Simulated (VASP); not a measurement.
Runs of VASP 6.6.1 on CdSe. The structure is that of space group F-43m (No. 216), or close to it. The cells are those of the table. 

```tsv
task	cell	k mesh	cutoff (eV)	smearing	ions in elastic constants	gap on the mesh (eV)	pressure (GPa)
single point	a = 4.275 Å, angles 60.0°, 2 atoms	6 × 6 × 6	520	gaussian 0.01 eV	-	0.52	1.4
relaxation of cell and atoms	relaxed to 10 GPa from a = 4.301 Å, angles 60.0°, 2 atoms	6 × 6 × 6	600	gaussian 0.01 eV	-	(b)	10.0
single point	a = 4.250 Å, angles 60.0°, 2 atoms	6 × 6 × 6	520	gaussian 0.01 eV	-	(d)	2.4
relaxation of cell and atoms	relaxed to 4 GPa from a = 4.301 Å, angles 60.0°, 2 atoms	6 × 6 × 6	600	gaussian 0.01 eV	-	0.60	4.0
relaxation of cell and atoms	relaxed from a = 4.342 Å, angles 60.0°, 2 atoms	14 × 14 × 14	600	fermi-dirac 0.05 eV	-	0.47	0.0
single point	a = 4.107 Å, angles 60.0°, 2 atoms	6 × 6 × 6	520	gaussian 0.01 eV	-	0.75	10.6
single point	a = 4.043 Å, angles 60.0°, 2 atoms	6 × 6 × 6	520	gaussian 0.01 eV	-	0.84	15.7
single point	a = 4.208 Å, angles 60.0°, 2 atoms	6 × 6 × 6	520	gaussian 0.01 eV	-	(a)	4.4
relaxation of cell and atoms	relaxed to 15 GPa from a = 4.301 Å, angles 60.0°, 2 atoms	6 × 6 × 6	600	gaussian 0.01 eV	-	0.83	15.0
relaxation of cell and atoms	relaxed to 2 GPa from a = 4.301 Å, angles 60.0°, 2 atoms	6 × 6 × 6	600	gaussian 0.01 eV	-	(c)	2.0
relaxation of cell and atoms	relaxed to 7 GPa from a = 4.301 Å, angles 60.0°, 2 atoms	6 × 6 × 6	600	gaussian 0.01 eV	-	0.67	7.0
```

Alike in all rows: level PBEsol; potentials or basis VASP PAW PBE potentials, release 64 (Cd, Se); no spin polarisation.

Estimate the missing entries.

(a) 0.61; (b) 0.74; (c) 0.54; (d) 0.55.

Caveats: the PAW data sets were made with another functional, which shifts forces and pressure a little; the cell is relaxed towards a set pressure, so the enthalpy falls and the energy may rise (some runs).

A k mesh can miss the band edges, and the runs leave out spin-orbit coupling on Cd, Se.
